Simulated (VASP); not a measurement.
**P: single point with r2SCAN**

The system is P.

```
P
1.0
     1.66652    0.96217    4.67836
    -1.66652    0.96217    4.67836
     0.00000   -1.92433    4.67836
P
3
Direct
  0.00000 0.00000 0.00000
  0.23169 0.23169 0.23169
  0.76831 0.76831 0.76831
```

| Quantity | Value |
| --- | --- |
| Program | VASP 6.6.1 |
| Task | single point |
| Functional | r2SCAN |
| Potentials or basis | VASP PAW PBE potentials, release 64 (P) |
| Cutoff | 520 eV |
| k mesh | 9 × 9 × 9 |
| Occupations | gaussian, width 0.1 eV |
| Spin | no spin polarisation |
| Dipole correction | no |
| Further INCAR settings | ALGO = Normal; EDIFF = 1e-07; NBANDS = 14 |

- Pressure: -0.4 GPa
- Largest force: 0.035 eV/Å

Forces on the atoms (eV/Å):
```
P    0.000  0.000  0.000
P    0.000  0.000  0.035
P    0.000  0.000 -0.035
```

Stress tensor (GPa, compression positive):
```
-0.32  0.00  0.00
 0.00 -0.32  0.00
 0.00  0.00 -0.46
```

Levels at points of the mesh, in eV from the Fermi level:
```tsv
k point	band 3	band 4	band 5	band 6	band 7	band 8	band 9	band 10	band 11	band 12
(0.00, 0.00, 0.00)	-9.92	-1.40	-1.40	-0.88	-0.88	1.40	1.90	3.32	3.32	5.41
```

It took 4.1 min on 1 thread of AMD EPYC 9R45 96-Core Processor (Zen 5) (shared host), peak memory 0.22 GiB.

Caveat: the PAW data sets were made with another functional, which shifts forces and pressure a little.
